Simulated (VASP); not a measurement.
A run of VASP 6.6.1 is set up as follows.

INCAR

```
SYSTEM = Ga2SeS2
  PREC = Accurate
  ENCUT = 500
  EDIFF = 1E-7
  ISMEAR = 0
  SIGMA = 0.1
  LREAL = .False.
  LASPH = .True.
  NELM = 120
  ALGO = Normal
  ISIF = 3
  LWAVE = .False.
  LCHARG = .False.
  GGA = PE
  IBRION = 2
  NSW = 100
  EDIFFG = -0.01
  GGA_COMPAT = .False.
  NELMIN = 4
```

The input KPOINTS:

```
Automatic mesh
0
Gamma
  8 8 8
  0 0 0
```

Contents of POSCAR:

```
Ga2SeS2
1.0
    4.9989347996      0.0000000000      0.0000000000
    0.0000000000      4.9989347996      0.0000000000
    0.0000000000      0.0000000000      5.4736212097
Ga Se S
2 1 2
Direct
    0.0000000000      0.0000000000      0.7467029844
    0.0000000000      0.0000000000      0.2532970156
    0.5000000000      0.5000000000      0.5000000000
    0.0000000000      0.5000000000      0.5000000000
    0.5000000000      0.0000000000      0.5000000000
```

Potentials or basis: VASP PAW PBE potentials, release 64 (Ga_d, Se, S).

The run is started by

```sh
$ cat potpaw_PBE.64/Ga_d/POTCAR potpaw_PBE.64/Se/POTCAR potpaw_PBE.64/S/POTCAR > POTCAR
$ mpirun -np 1 vasp_std > vasp.out
```

Task: What does it give for the band gap on the k mesh?

Result: Zero (bands 22 and 23 overlap by 1.43 eV).

Forces in eV/Å, atoms in the order of the input:
```
Ga   0.000  0.000  0.007
Ga   0.000  0.000 -0.007
Se   0.000  0.000  0.000
S    0.000  0.000  0.000
S    0.000  0.000  0.000
```

Caveat: the relaxation stopped at its first step, so nothing moved.
